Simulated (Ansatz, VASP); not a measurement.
# Ge: VASP beside Ansatz

Contents of POSCAR:

```
Ge
1.0
    3.8757792404      0.0000000000      0.0000000000
   -1.9378896202      3.3565232816      0.0000000000
    0.0000000000      0.0000000000      6.5036702942
Ge
4
Direct
    0.6666666667      0.3333333333      0.0629814339
    0.3333333333      0.6666666667      0.5629814339
    0.6666666667      0.3333333333      0.4370185661
    0.3333333333      0.6666666667      0.9370185661
```

Contents of INCAR.step1:

```
PREC = Accurate
ENCUT = 520
ISMEAR = 0
SIGMA = 0.03
LREAL = False
LASPH = True
NELM = 100
NBANDS = 36
GGA = PE
ALGO = Normal
EDIFF = 1E-4
LWAVE = True
LCHARG = False
```

INCAR.step2

```
PREC = Accurate
ENCUT = 520
EDIFF = 1E-7
ISMEAR = 0
SIGMA = 0.03
LREAL = False
LASPH = True
NELM = 100
ALGO = Normal
ISIF = 2
LWAVE = False
LCHARG = False
METAGGA = R2SCAN
LMIXTAU = True
NBANDS = 36
ISTART = 1
```

File KPOINTS:

```
regular mesh
0
Gamma
  12 12 6
```

Input for Ansatz:

```yaml
crystal:
  lattice:
    - [3.8757792404, 0.0, 0.0]
    - [-1.9378896202, 3.3565232816, 0.0]
    - [0.0, 0.0, 6.5036702942]
  atoms:
    - { symbol: Ge, position: [0.6666666667, 0.3333333333, 0.0629814339] }
    - { symbol: Ge, position: [0.3333333333, 0.6666666667, 0.5629814339] }
    - { symbol: Ge, position: [0.6666666667, 0.3333333333, 0.4370185661] }
    - { symbol: Ge, position: [0.3333333333, 0.6666666667, 0.9370185661] }
basis:
  ecutwfc: 500
kpoints:
  mp_grid: { grid: [12, 12, 6] }
hamiltonian:
  xc: r2scan
scf:
  occupations: { method: gaussian, width: 0.03 }
output:
  forces: true
  stress: true
  eigenvalues: true
```

Change from the starting cell: strain -0.030 along x and y, -0.015 along z, atoms carried along.

Alike in both runs: task single point; functional r2SCAN; k mesh 12 × 12 × 6; occupations gaussian, width 0.03 eV; no spin polarisation.

|  | VASP | Ansatz |
| --- | --- | --- |
| version | VASP 6.6.1 | Ansatz 0.2.0 |
| potentials or method | VASP PAW PBE potentials, release 64 (Ge_d), cutoff 520 eV | scalar-relativistic, plane waves, PAW |
| valence electrons in the cell | 56 | 56 |

```csv
,VASP,Ansatz,Ansatz less VASP
gap on the k mesh at the Fermi level (eV),0.39,0.41,+0.018
least direct gap on the mesh (eV),0.45,0.48,+0.027
pressure (GPa),6.6,6.5,-0.08
"traceless stress, the component that is largest in VASP (GPa)",-2.38,-2.38,+0.003
rms of the force components (eV/Å),0.127,0.123,-0.0047
```

VASP's potentials were made for PBE, not for r2SCAN. Atom by atom the forces differ by 0.005 eV/Å (rms over components).
